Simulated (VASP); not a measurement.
# Yb (Fm-3m) in VASP: further runs

Yb is run at these levels: PBE; tasks: single point.

Everything below comes from runs of VASP 6.6.1. Logs are shortened: lines on timing, memory, paths and dates and some standing lists are left out, and cuts for length are marked.

### 1 The cell of the first run

The structure is cubic, space group Fm-3m (No. 225). The conventional cell has a = 5.223 Å, b = 5.223 Å, c = 5.223 Å, α = 90.00°, β = 90.00°, γ = 90.00°. Yb (site symmetry m-3m) has 12 Yb at 3.69 Å within 4.9 Å.

### 2 Single point, PBE

File INCAR:

```
SYSTEM = Yb
PREC     = Accurate       ! precision mode
ENCUT    = 520            ! plane-wave cutoff, eV
EDIFF    = 1E-6           ! SCF threshold, eV
ISMEAR   = -1             ! smearing method
SIGMA    = 0.08           ! smearing width, eV
LREAL    = .FALSE.        ! projectors in reciprocal space
LASPH    = .TRUE.         ! aspherical terms in the spheres
NELM     = 100            ! most SCF steps
ALGO     = Normal         ! electronic algorithm
ISIF     = 2              ! what is computed and relaxed
LWAVE    = .FALSE.        ! write WAVECAR
LCHARG   = .TRUE.         ! write CHGCAR
GGA      = PE             ! functional
LELF     = .TRUE.         ! ELF
LVHAR    = .TRUE.       
NBANDS   = 18             ! bands
```

File KPOINTS:

```
Automatic mesh
0
G
  14 14 14
  0 0 0
```

File POSCAR:

```
Yb
1.0
    0.0000000000      2.6115853807      2.6115853807
    2.6115853807      0.0000000000      2.6115853807
    2.6115853807      2.6115853807      0.0000000000
Yb
1
Direct
    0.0000000000      0.0000000000      0.0000000000
```

Potentials or basis: VASP PAW PBE potentials, release 64 (Yb).

Started as:

```bash
> cat potpaw_PBE.64/Yb/POTCAR > POTCAR
> mpirun -np 1 vasp_std > vasp.out
```

OUTCAR:

```text
SYSTEM = Yb
   PREC = Accurate
   ENCUT = 520
   EDIFF = 1E-6
   ISMEAR = -1
   LREAL = .FALSE.
   LASPH = .TRUE.
   NELM = 100
   ISIF = 2
   GGA = PE

 ion  position               nearest neighbor table
   1  0.000  0.000  0.000-

  LATTYP: Found a face centered cubic cell.
 ALAT       =     5.2231707614

  Lattice vectors:

 A1 = (   0.0000000000,   2.6115853807,   2.6115853807)
 A2 = (   2.6115853807,   0.0000000000,   2.6115853807)
 A3 = (   2.6115853807,   2.6115853807,   0.0000000000)

Analysis of symmetry for initial positions (statically):
=====================================================================
 Subroutine PRICEL returns:
 Original cell was already a primitive cell.

 Routine SETGRP: Setting up the symmetry group for a
 face centered cubic supercell.

 Subroutine GETGRP returns: Found 48 space group operations
 (whereof 48 operations were pure point group operations)
 out of a pool of 48 trial point group operations.

The static configuration has the point symmetry O_h .

Analysis of symmetry for dynamics (positions and initial velocities):
=====================================================================
 Subroutine PRICEL returns:
 Original cell was already a primitive cell.

 Routine SETGRP: Setting up the symmetry group for a
 face centered cubic supercell.

 Subroutine GETGRP returns: Found 48 space group operations
 (whereof 48 operations were pure point group operations)
 out of a pool of 48 trial point group operations.

The dynamic configuration has the point symmetry O_h .

 Subroutine INISYM returns: Found 48 space group operations
 (whereof 48 operations are pure point group operations),
 and found     1 'primitive' translations

----------------------------------------------------------------------------------------

                                     Primitive cell

  volume of cell :      35.6240

  direct lattice vectors                    reciprocal lattice vectors
     0.000000000  2.611585381  2.611585381    -0.191454587  0.191454587  0.191454587
     2.611585381  0.000000000  2.611585381     0.191454587 -0.191454587  0.191454587
     2.611585381  2.611585381  0.000000000     0.191454587  0.191454587 -0.191454587

  length of vectors
     3.693339465  3.693339465  3.693339465     0.331609072  0.331609072  0.331609072

  position of ions in fractional coordinates (direct lattice)
     0.000000000  0.000000000  0.000000000

[... 64 lines left out ...]
   NGXF,Y,Z  is equivalent  to a cutoff of  25.21, 25.21, 25.21 a.u.
 SYSTEM =  Yb
   PREC   = accura    normal or accurate (medium, high low for compatibility)
   ISTART =      0    job   : 0-new  1-cont  2-samecut
   ICHARG =      2    charge: 1-file 2-atom 10-const
   ISPIN  =      1    spin polarized calculation?
   LNONCOLLINEAR =      F non collinear calculations
   LSORBIT =      F    spin-orbit coupling
   LASPH  =      T    aspherical Exc in radial PAW
   ENCUT  =  520.0 eV  38.22 Ry    6.18 a.u.   6.87  6.87  6.87*2*pi/ulx,y,z
   NELM   =    100;   NELMIN=  2; NELMDL= -5     # of ELM steps
   EDIFF  = 0.1E-05   stopping-criterion for ELM
   LREAL  =      F    real-space projection
   EDIFFG = 0.1E-04   stopping-criterion for IOM
   NSW    =      0    number of steps for IOM
   IBRION =     -1    ionic relax: 0-MD 1-quasi-New 2-CG
   NFREE  =      0    steps in history (QN), initial steepest desc. (CG)
   ISIF   =      2    stress and relaxation
   ISYM   =      2    0-nonsym 1-usesym 2-fastsym
   POTIM  = 0.5000    time-step for ionic-motion
   TEBEG  =    0.0;   TEEND  =   0.0 temperature during run
   PSTRESS=    0.0 pullay stress
   NELECT =      24.0000    total number of electrons
   NUPDOWN=      -1.0000    fix difference up-down
   EMIN   =  10.00;   EMAX   =-10.00  energy-range for DOS
   EFERMI =   0.00;   METHOD = LEGACY
   ISMEAR =    -1;   SIGMA  =   0.08  broadening in eV -4-tet -1-fermi 0-gaus
   EFERMI_NEDOS =   21; number of points for ismear=-14 and -15
   IALGO  =     38    algorithm
   IMIX   =      4    mixing-type and parameters
     AMIX     =   0.40;   BMIX     =  1.00
     AMIX_MAG =   1.60;   BMIX_MAG =  1.00
  volume/ion in A,a.u.               =      35.62       240.40
  Fermi-wavevector in a.u.,A,eV,Ry     =   1.435151  2.712043 28.023365  2.059659
  Thomas-Fermi vector in A             =   2.554481
   LORBIT       =      0    0 simple, 1 ext, 2 COOP (PROOUT), +10 PAW based schemes
   GGA     = PE    functional components
   LHFCALC =     F    Hartree Fock is set to
   AEXX    =    0.0000 exact exchange contribution
   IVDW    =     0    specifies the selected vdW correction
   LEPSILON=     F    determine dielectric tensor
   LRPA    =     F    only Hartree local field effects (RPA)
 non-spin polarized calculation
  energy-cutoff  :      520.00
  volume of cell :       35.62
 maximum number of plane-waves:       982
   NGX = 13   NGY = 13   NGZ = 13

 number of electron      24.0000013 magnetization

 Free energy of the ion-electron system (eV)
  ---------------------------------------------------
  ext. energy  EPLUGINS =         0.00000000
  ---------------------------------------------------
  free energy    TOTEN  =        -3.58511489 eV

  energy without entropy =       -3.53309521  energy(sigma->0) =       -3.55910505

 E-fermi :   1.6447     XC(G=0):  -9.4837

 val. band max:        1.6292683956   @ k =  -0.4286   0.2857   0.0000
 cond. band min:       1.6603500070   @ k =  -0.3571   0.3571   0.0000
 fundamental gap:      0.0310816114
 Fermi energy:         1.6446597837

 k-point     1 :       0.0000    0.0000    0.0000
  band No.  band energies     occupation
      1     -50.1482      2.00000
      2     -22.3223      2.00000
      3     -22.3223      2.00000
      4     -22.3223      2.00000
      5      -3.5767      2.00000
      6       1.0730      1.99842
[... 481 lines left out ...]
      5      -1.9624      2.00000
      6       1.0963      1.99789
[... 10 lines left out ...]
     17       7.2427      0.00000
     18      11.5995      0.00000

 [... further k-points ...]
[... 5 lines left out ...]
  --------------------------------------------------------------------------------------
  -------------------------------------------------------------------------------------
  Total       -0.1433593     -0.1433593     -0.1433593      0.0000000      0.0000000      0.0000000
  in kB       -6.4475375     -6.4475375     -6.4475375      0.0000000      0.0000000      0.0000000
  external PRESSURE =      -6.4475375 kB  Pullay stress =       0.0000000 kB

 VOLUME and BASIS-vectors are now :
 -----------------------------------------------------------------------------
  energy-cutoff  :      520.00
  volume of cell :       35.62
      direct lattice vectors                 reciprocal lattice vectors
     0.000000000  2.611585381  2.611585381    -0.191454587  0.191454587  0.191454587
     2.611585381  0.000000000  2.611585381     0.191454587 -0.191454587  0.191454587
     2.611585381  2.611585381  0.000000000     0.191454587  0.191454587 -0.191454587

 POSITION                                       TOTAL-FORCE (eV/Angst)
 -----------------------------------------------------------------------------------
      0.00000      0.00000      0.00000        -0.000000      0.000000     -0.000000
 -----------------------------------------------------------------------------------
    total drift:                               -0.000000     -0.000000     -0.000000

  FREE ENERGIE OF THE ION-ELECTRON SYSTEM (eV)
  ---------------------------------------------------
  free  energy   TOTEN  =        -3.5851148909 eV

  energy  without entropy=       -3.5330952144  energy(sigma->0) =       -3.55910505
```

OSZICAR:

```text
N       E                     dE             d eps       ncg     rms          rms(c)
DAV:   1     0.120376984053E+03    0.12038E+03   -0.87403E+03  4700   0.913E+03
DAV:   2     0.127725256670E+02   -0.10760E+03   -0.10417E+03  4760   0.565E+02
DAV:   3    -0.135165402387E+01   -0.14124E+02   -0.13964E+02  5564   0.119E+02
[... 16 lines left out ...]
DAV:  20    -0.358515759527E+01   -0.47403E-05   -0.11745E-04  6750   0.173E-01    0.515E-01
DAV:  21    -0.358512791863E+01    0.29677E-04   -0.23171E-05  6440   0.131E-01    0.856E-02
DAV:  22    -0.358511723311E+01    0.10686E-04   -0.11403E-05  5756   0.102E-01    0.482E-02
DAV:  23    -0.358511536774E+01    0.18654E-05   -0.17864E-06  2854   0.438E-02    0.209E-02
DAV:  24    -0.358511489089E+01    0.47686E-06   -0.59041E-07  3036   0.228E-02
   1 F= -.35851149E+01 E0= -.35591051E+01  d E =-.520197E-01
```

stdout:

```text
POSCAR found type information on POSCAR Yb
 POSCAR found :  1 types and       1 ions
 scaLAPACK will be used
 LDA part: xc-table for (Slater+PW92), standard interpolation
 POSCAR, INCAR and KPOINTS ok, starting setup
 FFT: planning ... GRIDC
 FFT: planning ... GRID_SOFT
 FFT: planning ... GRID
 WAVECAR not read
 entering main loop
```

Run time: 79 s. Hardware: 1 thread of AMD EPYC 9R45 (Zen 5), shared host; peak memory 0.19 GiB.

What came out:

```
Free energy : -3.5851 eV
Pressure    : -0.6 GPa
```

Caveat: spin-orbit coupling is left out, which moves the levels of the heavy elements.

### 3 Single point, PBE

File INCAR:

```
PREC = Accurate
ENCUT = 520
EDIFF = 1E-7
ISMEAR = -1
SIGMA = 0.08
LREAL = False
LASPH = True
NELM = 80
ALGO = Normal
ISIF = 2
LWAVE = False
LCHARG = False
GGA = PE
NBANDS = 18
```

File KPOINTS:

```
regular mesh
0
Gamma
  14 14 14
```

POSCAR is that of step 2.

Potentials or basis: VASP PAW PBE potentials, release 64 (Yb).

Started as:

```bash
> cat potpaw_PBE.64/Yb/POTCAR > POTCAR
> mpirun -np 1 vasp_std > vasp.out
```

Wall time 80 s (1 thread of AMD EPYC 9R45 (Zen 5), shared host); peak memory 0.19 GiB.

The run converged. Its results:

```
Free energy : -3.5851 eV
Pressure    : -0.4 GPa
```

Levels at points of the mesh, in eV from the Fermi level:
| k point | band 8 | band 9 | band 10 | band 11 | band 12 | band 13 | band 14 | band 15 | band 16 | band 17 |
| --- | --- | --- | --- | --- | --- | --- | --- | --- | --- | --- |
| (0.00, 0.00, 0.00) | -0.48 | -0.48 | -0.38 | -0.38 | -0.38 | 2.83 | 2.83 | 2.83 | 4.97 | 4.97 |
| (0.50, 0.00, 0.00) | -0.49 | -0.49 | -0.40 | -0.40 | -0.38 | 0.35 | 2.61 | 2.61 | 6.53 | 6.53 |
| (0.50, 0.50, 0.00) | -0.48 | -0.48 | -0.42 | -0.41 | -0.41 | 0.04 | 1.72 | 6.55 | 7.00 | 7.01 |

Caveat: spin-orbit coupling is left out, which moves the levels of the heavy elements.
